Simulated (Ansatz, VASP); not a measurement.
**Two plane-wave programs on Zr2PdO6**

```
Zr Pd O
1.0
     0.00000    3.71931    3.71931
     3.71931    0.00000    3.71931
     3.71931    3.71931    0.00000
Zr Pd O
2 1 6
Direct
  0.25000 0.25000 0.25000
  0.75000 0.75000 0.75000
  0.00000 0.00000 0.00000
  0.78646 0.21354 0.21354
  0.21354 0.78646 0.78646
  0.21354 0.78646 0.21354
  0.78646 0.21354 0.78646
  0.21354 0.21354 0.78646
  0.78646 0.78646 0.21354
```

Alike in both runs: task single point; functional PBE; k mesh 4 × 4 × 4; occupations gaussian, width 0.1 eV; no spin polarisation.

|  | VASP | Ansatz |
| --- | --- | --- |
| version | VASP 6.6.1 | Ansatz 0.2.0 |
| potentials or method | VASP PAW PBE potentials, release 64 (Zr_sv, Pd_sv_GW, O), cutoff 600 eV | scalar-relativistic, plane waves, PAW |
| valence electrons in the cell | 78 | 78 |

```csv
,VASP,Ansatz,Ansatz less VASP
gap on the k mesh at the Fermi level (eV),none,none,-
rms of the force components (eV/Å),9.810,9.718,-0.0921
```

Atom by atom the forces differ by 0.092 eV/Å (rms over components). A gap of «none» marks a metal or a gap that the smearing closes.

The k mesh is coarse, so the values compare programs but aren't converged.
